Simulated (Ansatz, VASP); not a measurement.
# One calculation of Ni, two programs

```
CELL_PARAMETERS angstrom
0.00000 1.75027 1.76795
1.75027 0.00000 1.76795
1.75027 1.75027 0.00000
ATOMIC_POSITIONS crystal
Ni 0.00000 0.00000 0.00000
```

Change from the starting cell: equal xx and yy strain of -1 %, PAW files.

Alike in both runs: task electric field gradients; functional PBE; k mesh 20 × 20 × 20; occupations fermi-dirac, width 0.05 eV; collinear spin.

```csv
,VASP,Ansatz
version,VASP 6.6.1,Ansatz 0.2.0
potentials or method,"VASP PAW PBE potentials, release 64 (Ni)","PAW with Ansatz's default frozen-core files, scalar-relativistic"
plane-wave cutoff (eV),520,420
valence electrons in the cell,10,18
```

```tsv
	VASP	Ansatz	Ansatz less VASP
pressure (GPa)	1.1	1.1	+0.06
traceless stress, the component that is largest in VASP (GPa)	-0.80	-0.84	-0.037
net moment per atom (μB)	0.63	0.64	+0.009
size of the moment on the site where the two differ most (μB)	0.64	0.68	+0.038
size of Vzz on the site where it differs most (V/Å²)	0.8	0.6	-0.19
```

Site moments also hang on the region over which each program counts them. The functional is the same, so the differences come from potentials, cutoffs and numerics. VASP's potentials hold 10 valence electrons a cell and Ansatz's 18, so a difference there can come from the potentials and not from the codes.
